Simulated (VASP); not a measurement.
# P in VASP: further runs, part 2 of 2

VASP 6.6.1.

### Step 5. Single point, PBEsol (strain +0.000 along x and y, -0.040 along z)

INCAR reads:

```
PREC     = Accurate       # precision mode
ENCUT    = 520            # plane-wave cutoff, eV
EDIFF    = 1E-6           # SCF threshold, eV
ISMEAR   = 0              # smearing method
SIGMA    = 0.05           # smearing width, eV
LREAL    = False          # projectors in reciprocal space
LASPH    = True           # aspherical terms in the spheres
NELM     = 60             # most SCF steps
ALGO     = Normal         # electronic algorithm
ISIF     = 2              # what is computed and relaxed
LWAVE    = False          # write WAVECAR
LCHARG   = False          # write CHGCAR
GGA      = PS             # functional
NBANDS   = 18             # bands
```

KPOINTS reads:

```
regular mesh
0
Gamma
  8 1 6
```

POSCAR reads:

```
P
1.0
    3.2843671164      0.0000000000      0.0000000000
    0.0000000000     34.8747471215      0.0000000000
    0.0000000000      0.0000000000      4.2594337445
P
4
Direct
    0.0000000000      0.9696876239      0.5826201324
    0.0000000000      0.0303123761      0.4173798676
    0.5000000000      0.0303123761      0.0826201324
    0.5000000000      0.9696876239      0.9173798676
```

Potentials or basis: VASP PAW PBE potentials, release 64 (P).

Started as:

```
cat potpaw_PBE.64/P/POTCAR > POTCAR
mpirun -np 1 vasp_std > vasp.out
```

OUTCAR:

```text
PREC = Accurate
   ENCUT = 520
   EDIFF = 1E-6
   ISMEAR = 0
   LREAL = False
   LASPH = True
   NELM = 60
   ISIF = 2
   GGA = PS

 ion  position               nearest neighbor table
   1  0.000  0.970  0.583-   4 2.17   4 2.17   2 2.23
   2  0.000  0.030  0.417-   3 2.17   3 2.17   1 2.23
   3  0.500  0.030  0.083-   2 2.17   2 2.17   4 2.23
   4  0.500  0.970  0.917-   1 2.17   1 2.17   3 2.23

  LATTYP: Found a simple orthorhombic cell.
 ALAT       =     3.2843671164
 B/A-ratio  =     1.2968811322
 C/A-ratio  =    10.6184071042

  Lattice vectors:

 A1 = (  -3.2843671164,   0.0000000000,   0.0000000000)
 A2 = (   0.0000000000,   0.0000000000,   4.2594337445)
 A3 = (   0.0000000000,  34.8747471215,   0.0000000000)

Analysis of symmetry for initial positions (statically):
=====================================================================
 Subroutine PRICEL returns:
 Original cell was already a primitive cell.

 Routine SETGRP: Setting up the symmetry group for a
 simple orthorhombic supercell.

 Subroutine GETGRP returns: Found  8 space group operations
 (whereof  4 operations were pure point group operations)
 out of a pool of  8 trial point group operations.

The static configuration has the point symmetry C_2h.
 The point group associated with its full space group is D_2h.

Analysis of symmetry for dynamics (positions and initial velocities):
=====================================================================
 Subroutine PRICEL returns:
 Original cell was already a primitive cell.

 Routine SETGRP: Setting up the symmetry group for a
 simple orthorhombic supercell.

 Subroutine GETGRP returns: Found  8 space group operations
 (whereof  4 operations were pure point group operations)
 out of a pool of  8 trial point group operations.

The dynamic configuration has the point symmetry C_2h.
 The point group associated with its full space group is D_2h.

 Subroutine INISYM returns: Found  8 space group operations
 (whereof  4 operations are pure point group operations),
 and found     1 'primitive' translations

----------------------------------------------------------------------------------------

                                     Primitive cell

  volume of cell :     487.8818

  direct lattice vectors                    reciprocal lattice vectors
     3.284367116  0.000000000  0.000000000     0.304472662  0.000000000  0.000000000
     0.000000000 34.874747122  0.000000000     0.000000000  0.028674043  0.000000000
     0.000000000  0.000000000  4.259433744     0.000000000  0.000000000  0.234772991

  length of vectors
     3.284367116 34.874747122  4.259433744     0.304472662  0.028674043  0.234772991

  position of ions in fractional coordinates (direct lattice)
     0.000000000  0.969687624  0.582620132
     0.000000000  0.030312376  0.417379868
     0.500000000  0.030312376  0.082620132
     0.500000000  0.969687624  0.917379868

  ion indices of the primitive-cell ions
   primitive index   ion index
                 1           1
                 2           2
                 3           3
                 4           4

----------------------------------------------------------------------------------------

 KPOINTS: regular mesh

Automatic generation of k-mesh.
 Grid dimensions read from file:
 generate k-points for:    8    1    6

 Generating k-lattice:

  Cartesian coordinates                     Fractional coordinates (reciprocal lattice)
     0.038059083  0.000000000  0.000000000     0.125000000  0.000000000  0.000000000
     0.000000000  0.028674043  0.000000000     0.000000000  1.000000000  0.000000000
     0.000000000  0.000000000  0.039128832     0.000000000  0.000000000  0.166666667

  Length of vectors
     0.038059083  0.028674043  0.039128832

  Shift w.r.t. Gamma in fractional coordinates (k-lattice)
     0.000000000  0.000000000  0.000000000

 Subroutine IBZKPT returns following result:
 ===========================================

 Found     20 irreducible k-points:

 Following reciprocal coordinates:
            Coordinates               Weight
  0.000000  0.000000  0.000000      1.000000
  0.125000  0.000000  0.000000      2.000000
  0.250000  0.000000  0.000000      2.000000
  0.375000  0.000000  0.000000      2.000000
  0.500000  0.000000  0.000000      1.000000
  0.000000  0.000000  0.166667      2.000000
[... 12 lines left out ...]
  0.375000  0.000000  0.500000      2.000000
  0.500000  0.000000  0.500000      1.000000
   k-points           NKPTS =     20   k-points in BZ     NKDIM =     20   number of bands    NBANDS=     18
   number of dos      NEDOS =    301   number of ions     NIONS =      4
   total plane-waves  NPLWV = 207360
   dimension x,y,z NGX =    24 NGY =  270 NGZ =   32
   dimension x,y,z NGXF=    48 NGYF=  540 NGZF=   64
   ions per type =               4
   NGX,Y,Z   is equivalent  to a cutoff of  12.15, 12.87, 12.49 a.u.
   NGXF,Y,Z  is equivalent  to a cutoff of  24.30, 25.74, 24.98 a.u.
 SYSTEM =  unknown system
   PREC   = accura    normal or accurate (medium, high low for compatibility)
   ISTART =      0    job   : 0-new  1-cont  2-samecut
   ICHARG =      2    charge: 1-file 2-atom 10-const
   ISPIN  =      1    spin polarized calculation?
   LNONCOLLINEAR =      F non collinear calculations
   LSORBIT =      F    spin-orbit coupling
   LASPH  =      T    aspherical Exc in radial PAW
   ENCUT  =  520.0 eV  38.22 Ry    6.18 a.u.   6.11 64.84  7.92*2*pi/ulx,y,z
   NELM   =     60;   NELMIN=  2; NELMDL= -5     # of ELM steps
   EDIFF  = 0.1E-05   stopping-criterion for ELM
   LREAL  =      F    real-space projection
   EDIFFG = 0.1E-04   stopping-criterion for IOM
   NSW    =      0    number of steps for IOM
   IBRION =     -1    ionic relax: 0-MD 1-quasi-New 2-CG
   NFREE  =      0    steps in history (QN), initial steepest desc. (CG)
   ISIF   =      2    stress and relaxation
   ISYM   =      2    0-nonsym 1-usesym 2-fastsym
   POTIM  = 0.5000    time-step for ionic-motion
   TEBEG  =    0.0;   TEEND  =   0.0 temperature during run
   PSTRESS=    0.0 pullay stress
   NELECT =      20.0000    total number of electrons
   NUPDOWN=      -1.0000    fix difference up-down
   EMIN   =  10.00;   EMAX   =-10.00  energy-range for DOS
   EFERMI =   0.00;   METHOD = LEGACY
   ISMEAR =     0;   SIGMA  =   0.05  broadening in eV -4-tet -1-fermi 0-gaus
   EFERMI_NEDOS =   21; number of points for ismear=-14 and -15
   IALGO  =     38    algorithm
   IMIX   =      4    mixing-type and parameters
     AMIX     =   0.40;   BMIX     =  1.00
     AMIX_MAG =   1.60;   BMIX_MAG =  1.00
  volume/ion in A,a.u.               =     121.97       823.10
  Fermi-wavevector in a.u.,A,eV,Ry     =   0.564477  1.066708  4.335290  0.318635
  Thomas-Fermi vector in A             =   1.602054
   LORBIT       =      0    0 simple, 1 ext, 2 COOP (PROOUT), +10 PAW based schemes
   GGA     = PS    functional components
   LHFCALC =     F    Hartree Fock is set to
   AEXX    =    0.0000 exact exchange contribution
   IVDW    =     0    specifies the selected vdW correction
   LEPSILON=     F    determine dielectric tensor
   LRPA    =     F    only Hartree local field effects (RPA)
 non-spin polarized calculation
 Gauss-broadening in eV      SIGMA  =   0.05
  energy-cutoff  :      520.00
  volume of cell :      487.88
 maximum number of plane-waves:     13210
   NGX = 13   NGY =129   NGZ = 15

 number of electron      19.9999999 magnetization

 Free energy of the ion-electron system (eV)
  ---------------------------------------------------
  ext. energy  EPLUGINS =         0.00000000
  ---------------------------------------------------
  free energy    TOTEN  =       -22.78755159 eV

  energy without entropy =      -22.78755159  energy(sigma->0) =      -22.78755159

 E-fermi :  -2.8338     XC(G=0):  -1.8388

 val. band max:       -3.0435445005   @ k =   0.0000   0.0000   0.0000
 cond. band min:      -2.6114187271   @ k =   0.0000   0.0000   0.0000
 fundamental gap:      0.4321257734
 Fermi energy:        -2.8338074938

 k-point     1 :       0.0000    0.0000    0.0000
  band No.  band energies     occupation
      1     -18.7369      2.00000
      2     -16.0089      2.00000
      3     -11.9527      2.00000
      4      -9.2228      2.00000
      5      -8.0579      2.00000
      6      -7.3515      2.00000
[... 397 lines left out ...]
      5      -8.4344      2.00000
      6      -8.4344      2.00000
[... 10 lines left out ...]
     17       2.8968      0.00000
     18       2.8968      0.00000

------------------------ aborting loop because EDIFF is reached ----------------------------------------

  FORCE on cell =-STRESS in cart. coord.  units (eV):
  Direction    XX          YY          ZZ          XY          YZ          ZX
  --------------------------------------------------------------------------------------
  -------------------------------------------------------------------------------------
  Total        1.7045851      0.2622026      2.6041816      0.0000000      0.0000000      0.0000000
  in kB        5.5977648      0.8610591      8.5519908      0.0000000      0.0000000      0.0000000
  external PRESSURE =       5.0036049 kB  Pullay stress =       0.0000000 kB

 VOLUME and BASIS-vectors are now :
 -----------------------------------------------------------------------------
  energy-cutoff  :      520.00
  volume of cell :      487.88
      direct lattice vectors                 reciprocal lattice vectors
     3.284367116  0.000000000  0.000000000     0.304472662  0.000000000  0.000000000
     0.000000000 34.874747122  0.000000000     0.000000000  0.028674043  0.000000000
     0.000000000  0.000000000  4.259433744     0.000000000  0.000000000  0.234772991

 POSITION                                       TOTAL-FORCE (eV/Angst)
 -----------------------------------------------------------------------------------
      0.00000     33.81761      2.48163         0.000000     -0.065593     -0.600300
      0.00000      1.05714      1.77780         0.000000      0.065593      0.600300
      1.64218      1.05714      0.35191         0.000000      0.065593     -0.600300
      1.64218     33.81761      3.90752         0.000000     -0.065593      0.600300
 -----------------------------------------------------------------------------------
    total drift:                               -0.000000      0.000000     -0.000000

  FREE ENERGIE OF THE ION-ELECTRON SYSTEM (eV)
  ---------------------------------------------------
  free  energy   TOTEN  =       -22.7875515949 eV

  energy  without entropy=      -22.7875515949  energy(sigma->0) =      -22.78755159
```

It took 7 min on 1 thread of Oxide Virtual Turin-like, shared host; peak memory 0.47 GiB.

Results:

| Quantity | Value |
| --- | --- |
| Free energy | -22.7876 eV |
| Largest force | 0.604 eV/Å |
| Band gap on the k mesh | 0.43 eV |

Forces in eV/Å, atoms in the order of the input:
```
P    0.000 -0.066 -0.600
P    0.000  0.066  0.600
P    0.000  0.066 -0.600
P    0.000 -0.066  0.600
```

Levels at points of the mesh, in eV from the valence-band top:
| k point | band 6 | band 7 | band 8 | band 9 | band 10 | band 11 | band 12 | band 13 | band 14 | band 15 |
| --- | --- | --- | --- | --- | --- | --- | --- | --- | --- | --- |
| (0.00, 0.00, 0.00) | -4.31 | -4.01 | -2.24 | -2.11 | 0.00 | 0.43 | 1.12 | 2.44 | 3.64 | 4.24 |
| (0.50, 0.00, 0.00) | -4.95 | -2.87 | -2.87 | -2.25 | -2.25 | 1.31 | 1.31 | 1.81 | 1.81 | 3.31 |
| (0.00, 0.00, 0.50) | -3.39 | -3.02 | -3.02 | -0.97 | -0.97 | 1.86 | 1.86 | 3.29 | 3.29 | 3.58 |
| (0.50, 0.00, 0.50) | -5.39 | -5.23 | -5.23 | -1.55 | -1.55 | 2.13 | 2.13 | 4.85 | 4.85 | 5.90 |

Caveat: the cell differs from its parent crystal (strain +0.000 along x and y, -0.040 along z); the PAW data sets were made with another functional, which shifts forces and pressure a little.

### Step 6. Overview

| cell | gap on the mesh (eV) | largest force (eV/Å) |
| --- | --- | --- |
| a = 3.022, b = 32.085, c = 4.792 Å, 4 atoms | 0.54 | 2.01 |
| a = 3.284, b = 34.875, c = 4.082 Å, 4 atoms | 0.10 | 1.25 |
| a = 3.153, b = 33.480, c = 4.437 Å, 4 atoms | 0.86 | 0.86 |
| a = 3.284, b = 34.875, c = 4.259 Å, 4 atoms | 0.43 | 0.60 |

Alike in all rows: task single point; level PBEsol; potentials or basis VASP PAW PBE potentials, release 64 (P); no spin polarisation; k mesh 8 × 1 × 6; cutoff (eV) 520; smearing gaussian 0.05 eV.

Caveats: the PAW data sets were made with another functional, which shifts forces and pressure a little.

Absolute energies hang on the potentials; compare differences alone.
